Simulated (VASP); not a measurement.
A run of VASP 6.6.1:

The input INCAR:

```
SYSTEM = SrTiO3
PREC = Accurate
ENCUT = 520
EDIFF = 1E-7
ISMEAR = -1
SIGMA = 0.02
LREAL = .False.
LASPH = .True.
NELM = 80
ALGO = Normal
ISIF = 2
LWAVE = .False.
LCHARG = .True.
GGA = PS
LELF = .True.
LVHAR = .True.
NBANDS = 28
```

File KPOINTS:

```
Automatic mesh
0
Gamma
  6 6 6
  0 0 0
```

POSCAR

```
SrTiO3
1.0
    3.8911491678      0.0000000000      0.0000000000
    0.0000000000      3.8911491678      0.0000000000
    0.0000000000      0.0000000000      3.8911491678
Sr Ti O
1 1 3
Direct
    0.5000000000      0.5000000000      0.5000000000
    0.0000000000      0.0000000000      0.0000000000
    0.5000000000      0.0000000000      0.0000000000
    0.0000000000      0.5000000000      0.0000000000
    0.0000000000      0.0000000000      0.5000000000
```

Potentials or basis: VASP PAW PBE potentials, release 64 (Sr_sv, Ti_sv, O).

Launch:

```bash
$ cat potpaw_PBE.64/Sr_sv/POTCAR potpaw_PBE.64/Ti_sv/POTCAR potpaw_PBE.64/O/POTCAR > POTCAR
$ mpirun -np 1 vasp_std > vasp.out
```

Hardware: 1 thread of AMD EPYC 7R43 64-Core Processor (Zen 3) (shared host).

Q: How long does it take, and how much memory?

A: Run time: 36 s on 1 thread of AMD EPYC 7R43 64-Core Processor (Zen 3) (shared host), peak memory 0.15 GiB. Counts: scf iterations 17, k points 20.
